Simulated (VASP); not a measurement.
Crystal: SrTiO3.

```xyz
10
Lattice="-2.7777 2.7777 3.9463 2.7777 -2.7777 3.9463 2.7777 2.7777 -3.9463" Properties=species:S:1:pos:R:3 pbc="T T T"
Sr    0.0000    2.7777    1.9732
Sr    2.7777    0.0000    1.9732
Ti    0.0000    0.0000    0.0000
Ti    0.0000    0.0000    3.9463
O    -1.2682    1.5095    3.9463
O     1.2682    1.5095    0.0000
O     1.5095    1.2682    3.9463
O     4.0459    1.2682    0.0000
O     0.0000    0.0000    5.9195
O     0.0000    0.0000    1.9732
```

| Property | Result |
| --- | --- |
| Program | VASP 6.6.1 |
| Task | relaxation of cell and atoms |
| Functional | LDA |
| Potentials or basis | VASP PAW LDA potentials, release 64 (Sr_sv, Ti_sv, O) |
| Cutoff | 600 eV |
| k mesh | 6 × 6 × 6 |
| Occupations | fermi-dirac, width 0.02 eV |
| Spin | no spin polarisation |

At the start: pressure -10.5 GPa; volume 12.18 Å³/atom.

Task: Where does the relaxation end?

Result: Over 22 steps the energy falls by 24.3 meV/atom and the volume is 11.47 Å³/atom (-5.8 %); space group I4/mcm (No. 140, to 0.1 Å) before and after.

The path:
```tsv
step	energy change (eV)	largest force (eV/Å)	pressure (GPa)	volume (Å³)
1	0.0000	0.0135	-10.47	121.79
2	0.0153	0.0688	13.32	108.29
3	-0.2411	0.0239	-0.13	114.86
4	-0.2411	0.0247	0.10	114.72
5	-0.2412	0.0242	-0.09	114.83
6	-0.2412	0.0241	-0.15	114.87
7	-0.2413	0.0239	-0.13	114.85
8	-0.2416	0.0238	-0.09	114.82
9	-0.2419	0.0230	0.02	114.74
10	-0.2419	0.0208	0.22	114.60
11	-0.2420	0.0217	0.13	114.67
12	-0.2421	0.0210	0.12	114.67
13	-0.2423	0.0183	0.09	114.68
14	-0.2427	0.0126	0.04	114.69
15	-0.2430	0.0000	-0.06	114.72
16	-0.2431	0.0004	0.00	114.68
17	-0.2431	0.0006	0.09	114.64
18	-0.2431	0.0005	0.06	114.66
19	-0.2431	0.0004	0.05	114.66
20	-0.2431	0.0005	0.05	114.66
21	-0.2431	0.0004	0.05	114.66
22	-0.2431	0.0011	0.02	114.68
```

Final structure:
```cif
data_structure
_symmetry_space_group_name_H-M 'P 1'
_symmetry_Int_Tables_number 1
_cell_length_a 5.4604
_cell_length_b 5.4604
_cell_length_c 5.4604
_cell_angle_alpha 120.252
_cell_angle_beta 120.252
_cell_angle_gamma 89.565
_cell_volume 114.68
loop_
_atom_site_label
_atom_site_type_symbol
_atom_site_fract_x
_atom_site_fract_y
_atom_site_fract_z
_atom_site_occupancy
Sr1 Sr 0.75000 0.25000 0.50000 1
Sr2 Sr 0.25000 0.75000 0.50000 1
Ti1 Ti 0.00000 0.00000 0.00000 1
Ti2 Ti 0.50000 0.50000 0.00000 1
O1 O 0.77653 0.27653 0.05306 1
O2 O 0.27653 0.22347 0.50000 1
O3 O 0.72347 0.77653 0.50000 1
O4 O 0.22347 0.72347 0.94694 1
O5 O 0.75000 0.75000 0.00000 1
O6 O 0.25000 0.25000 0.00000 1
```
